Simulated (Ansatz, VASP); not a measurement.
## Two plane-wave programs on YTaI6

```
Y Ta I
1.0
     5.80499    0.00000    0.00000
     0.00000    5.80499    0.00000
     0.00000    0.00000   11.65115
Y Ta I
1 1 6
Direct
  0.00000 0.00000 0.00000
  0.00000 0.00000 0.50000
  0.50000 0.00000 0.00000
  0.00000 0.50000 0.00000
  0.00000 0.00000 0.26019
  0.50000 0.00000 0.50000
  0.00000 0.50000 0.50000
  0.00000 0.00000 0.73981
```

Alike in both runs: functional PBE; k mesh 8 × 8 × 4; occupations gaussian, width 0.1 eV; no spin polarisation.

Ansatz relaxed the structure, and its values are those at the end. VASP's run is a single point on that final structure, the one shown.

```csv
,VASP,Ansatz
version,VASP 6.6.1,Ansatz 0.2.0
potentials or method,"VASP PAW PBE potentials, release 64 (Y_sv, Ta_pv, I), cutoff 520 eV","scalar-relativistic, plane waves, PAW"
valence electrons in the cell,64,126
```

|  | VASP | Ansatz | Ansatz less VASP |
| --- | --- | --- | --- |
| gap on the k mesh at the Fermi level (eV) | none | none | - |
| pressure (GPa) | 0.0 | 0.0 | +0.01 |

A gap of «none» marks a metal or a gap that the smearing closes. With one functional, cell and mesh, what is left measures potentials, basis and numerics. VASP's potentials hold 64 valence electrons a cell and Ansatz's 126, so a difference there can come from the potentials and not from the codes.

Neither program's run includes spin-orbit coupling.
